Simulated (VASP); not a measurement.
A run of VASP 6.6.1 is set up as follows.

INCAR

```
PREC     = Accurate       # precision mode
ENCUT    = 520            # plane-wave cutoff, eV
EDIFF    = 1E-7           # SCF threshold, eV
ISMEAR   = 0              # smearing method
SIGMA    = 0.05           # smearing width, eV
LREAL    = False          # projectors in reciprocal space
LASPH    = True           # aspherical terms in the spheres
NELM     = 100            # most SCF steps
ALGO     = Normal         # electronic algorithm
ISIF     = 2              # what is computed and relaxed
LWAVE    = False          # write WAVECAR
LCHARG   = False          # write CHGCAR
GGA      = PS             # functional
NBANDS   = 17             # bands
```

File KPOINTS:

```
Automatic mesh
0
Gamma
  12 12 10
```

The input POSCAR:

```
BiN
1.0
    3.4893699739      0.0000000000      0.0000000000
   -1.7446849870      3.0218830406      0.0000000000
    0.0000000000      0.0000000000      3.2651770091
Bi N
1 1
Direct
    0.0000000000      0.0000000000      0.0000000000
    0.6666666667      0.3333333333      0.5000000000
```

Potentials or basis: VASP PAW PBE potentials, release 64 (Bi_d, N).

The run is started by

```console
$ cat potpaw_PBE.64/Bi_d/POTCAR potpaw_PBE.64/N/POTCAR > POTCAR
$ mpirun -np 1 vasp_std > vasp.out
```

Q: What does it give for the band gap on the k mesh?

A: Zero (band 10 reaches 9.05 eV, above the bottom of band 11 at 6.47 eV).

Q: What does it give for the pressure?

A: -4.6 GPa.

Stress tensor (GPa, compression positive):
```
-4.41  0.00  0.00
 0.00 -4.41  0.00
 0.00  0.00 -4.99
```

Caveat: the PAW data sets were made with another functional, which shifts forces and pressure a little; spin-orbit coupling is left out, which moves the levels of the heavy elements.
